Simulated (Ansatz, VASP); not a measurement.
# One calculation of Rh, two programs

INCAR

```
  PREC = Accurate
  ENCUT = 520
  EDIFF = 1E-6
  ISMEAR = 0
  SIGMA = 0.15
  LREAL = False
  LASPH = True
  NELM = 60
  ALGO = Fast
  ISIF = 2
  LWAVE = False
  LCHARG = True
  GGA = PS
  LELF = True
  LVHAR = True
  NBANDS = 14
```

The input KPOINTS:

```
Automatic mesh
0
Gamma
  22 22 22
```

Contents of POSCAR:

```
Rh
1.0
    0.0000000000      1.9015500000      1.8920422500
    1.9015500000      0.0000000000      1.8920422500
    1.9015500000      1.9015500000      0.0000000000
Rh
1
Direct
    0.0000000000      0.0000000000      0.0000000000
```

Input for Ansatz:

```yaml
crystal:
  lattice:
    - [0.0, 1.90155, 1.89204225]
    - [1.90155, 0.0, 1.89204225]
    - [1.90155, 1.90155, 0.0]
  atoms:
    - { symbol: Rh, position: [0.0, 0.0, 0.0] }
basis:
  ecutwfc: 420
kpoints:
  mp_grid: { grid: [22, 22, 22] }
hamiltonian:
  xc: pbesol
scf:
  occupations: { method: gaussian, width: 0.15 }
output:
  forces: true
  stress: true
  eigenvalues: true
```

Change from the starting cell: strain -0.0050 x Voigt [0, 0, 1, 0, 0, 0], atoms carried along.

Alike in both runs: task single point; functional PBEsol; k mesh 22 × 22 × 22; occupations gaussian, width 0.15 eV; no spin polarisation.

|  | VASP | Ansatz |
| --- | --- | --- |
| version | VASP 6.6.1 | Ansatz 0.2.0 |
| potentials or method | VASP PAW PBE potentials, release 64 (Rh_pv), cutoff 520 eV | scalar-relativistic, plane waves, PAW |
| valence electrons in the cell | 15 | 17 |

Ansatz gave:

| Item | Value |
| --- | --- |
| gap on the k mesh at the Fermi level (eV) | none |
| pressure (GPa) | -3.7 |
| traceless stress, the component that is largest in VASP (GPa) | 0.84 |

Task: Which values does VASP return?

Result: gap on the k mesh at the Fermi level (eV): none; pressure (GPa): -3.7; traceless stress, the component that is largest in VASP (GPa): 0.83.

VASP's potentials were made for PBE, not for PBEsol. A gap of «none» marks a metal or a gap that the smearing closes. With one functional, cell and mesh, what is left measures potentials, basis and numerics. VASP's potentials hold 15 valence electrons a cell and Ansatz's 17, so a difference there can come from the potentials and not from the codes.
